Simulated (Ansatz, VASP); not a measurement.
# KF: VASP beside Ansatz

```
K F
1.0
     0.00000    2.65144    2.65144
     2.65144    0.00000    2.65144
     2.65144    2.65144    0.00000
K F
1 1
Direct
  0.00000 0.00000 0.00000
  0.50000 0.50000 0.50000
```

Alike in both runs: task single point; functional PBE; k mesh 8 × 8 × 8; occupations gaussian, width 0.05 eV; no spin polarisation.

```csv
,VASP,Ansatz
version,VASP 6.6.1,Ansatz 0.2.0
potentials or method,"VASP PAW PBE potentials, release 64 (K_sv, F), cutoff 520 eV","scalar-relativistic, plane waves, PAW"
valence electrons in the cell,16,16
```

|  | VASP | Ansatz | Ansatz less VASP |
| --- | --- | --- | --- |
| gap on the k mesh at the Fermi level (eV) | 6.29 | 6.30 | +0.016 |
| least direct gap on the mesh (eV) | 6.29 | 6.30 | +0.016 |
| pressure (GPa) | 2.3 | 2.2 | -0.06 |
